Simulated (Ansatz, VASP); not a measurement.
# AgRh in VASP and in Ansatz

File INCAR:

```
PREC = Accurate
ENCUT = 520
EDIFF = 1E-6
ISMEAR = -1
SIGMA = 0.05
LREAL = F
LASPH = T
NELM = 60
ALGO = Fast
ISIF = 2
LWAVE = F
LCHARG = T
GGA = PS
LELF = T
LVHAR = T
NBANDS = 20
```

File KPOINTS:

```
Automatic mesh
0
Gamma
  6 6 3
```

Contents of POSCAR:

```
AgRh
1.0
    2.7775881998      0.0000000000      0.0000000000
   -1.3887940999      2.4054619423      0.0000000000
    0.0000000000      0.0000000000      4.8086020000
Ag Rh
1 1
Direct
    0.0000000000      0.0000000000      0.5000000000
    0.6666666667      0.3333333333      0.0000000000
```

The input input.yaml:

```yaml
crystal:
  lattice:
    - [2.7775881998, 0.0, 0.0]
    - [-1.3887940999, 2.4054619423, 0.0]
    - [0.0, 0.0, 4.808602]
  atoms:
    - { symbol: Ag, position: [0.0, 0.0, 0.5] }
    - { symbol: Rh, position: [0.6666666667, 0.3333333333, 0.0] }
hamiltonian:
  xc: pbesol
  pseudopotentials: { kind: paw }
kpoints:
  mp_grid: { grid: [6, 6, 3] }
  band_path:
    path:
      - [[0.0, 0.0, 0.0], [0.5, 0.0, 0.0], [0.3333333333, 0.3333333333, 0.0], [0.0, 0.0, 0.0], [0.0, 0.0, 0.5], [0.5, 0.0, 0.5], [0.3333333333, 0.3333333333, 0.5], [0.0, 0.0, 0.5]]
      - [[0.5, 0.0, 0.5], [0.5, 0.0, 0.0]]
      - [[0.3333333333, 0.3333333333, 0.0], [0.3333333333, 0.3333333333, 0.5]]
    npoints: 14
scf:
  occupations: { method: fermi_dirac, width: 0.05 }
  n_extra_bands: 6
output:
  forces: true
  stress: true
  eigenvalues: true
  fatbands: false
```

Alike in both runs: functional PBEsol; k mesh 6 × 6 × 3; occupations fermi-dirac, width 0.05 eV; no spin polarisation.

|  | VASP | Ansatz |
| --- | --- | --- |
| version | VASP 6.6.1 | Ansatz 0.2.0 |
| potentials or method | VASP PAW PBE potentials, release 64 (Ag, Rh_pv) | Ansatz PAW |
| plane-wave cutoff (eV) | 520 | 420 |
| valence electrons in the cell | 26 | 36 |
| task | single point | band structure |

VASP gave:

| Item | Value |
| --- | --- |
| gap on the k mesh at the Fermi level (eV) | none |
| pressure (GPa) | -10.5 |
| traceless stress, the component that is largest in VASP (GPa) | 0.76 |

Question: What did Ansatz give for the same quantities?

Answer: gap on the k mesh at the Fermi level (eV): none; pressure (GPa): -10.3; traceless stress, the component that is largest in VASP (GPa): 0.74.

VASP's potentials were made for PBE, not for PBEsol. A gap of «none» marks a metal or a gap that the smearing closes. VASP's potentials hold 26 valence electrons a cell and Ansatz's 36, so a difference there can come from the potentials and not from the codes.

The k mesh is coarse, so the values compare programs but aren't converged.
